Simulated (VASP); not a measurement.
Write the native input for VASP 6.6.1 that does the following.

```yaml
Task: single point
Functional: PBE
Potentials_or_basis: VASP PAW PBE potentials, release 64 (Mg, O)
Cutoff: 520 eV
k_mesh: 6 × 6 × 6
Occupations: gaussian, width 0.05 eV
Spin: no spin polarisation
Dipole_correction: no
Further_INCAR_settings: ALGO = Normal; EDIFF = 1e-06; NBANDS = 26
```

The structure of MgO lies in POSCAR:

```
MgO
1.0
    4.2538458108      0.0000000000      0.0000000000
    0.0000000000     -4.2538458108      0.0000000000
    0.0000000000      0.0000000000     -4.2538458108
Mg O
4 4
Direct
   -0.0748024413     -0.0748024413      0.0000000000
    0.5000000000      0.5000000000      0.0000000000
    0.5000000000      0.0000000000      0.5000000000
    0.0000000000      0.5000000000      0.5000000000
    0.5000000000      0.0000000000      0.0000000000
    0.0000000000      0.5000000000      0.0000000000
    0.0000000000      0.0000000000      0.5000000000
    0.5000000000      0.5000000000      0.5000000000
```

This cell differs from its parent crystal: atom 1 (Mg) moved +0.450 Å towards its neighbour atom 2 (Mg) at 3.008 Å.

The input as run:

INCAR

```
SYSTEM = MgO
ALGO = Normal
EDIFF = 1E-6
ENCUT = 520
GGA = PE
ISIF = 2
ISMEAR = 0
LASPH = .True.
LCHARG = .False.
LREAL = .False.
LWAVE = .False.
NBANDS = 26
NELM = 100
PREC = Accurate
SIGMA = 0.05
```

KPOINTS

```
k-points
0
Gamma
  6 6 6
  0 0 0
```

Potentials or basis: VASP PAW PBE potentials, release 64 (Mg, O).

Launch:

```bash
$ cat potpaw_PBE.64/Mg/POTCAR potpaw_PBE.64/O/POTCAR > POTCAR
$ mpirun -np 1 vasp_std > vasp.out
```

It gave:

The pressure is 4.9 GPa and the largest force is 4.993 eV/Å. The band gap on the k mesh is 4.41 eV.

Caveat: the cell differs from its parent crystal (atom 1 (Mg) moved +0.450 Å towards its neighbour atom 2 (Mg) at 3.008 Å); the cell stands under pressure; forces of over 1 eV/Å act on the atoms, so gaps and moduli don't describe the material at rest.

It took 95 s on 1 thread of Intel Xeon 8259CL, with other jobs on the host, peak memory 0.22 GiB.
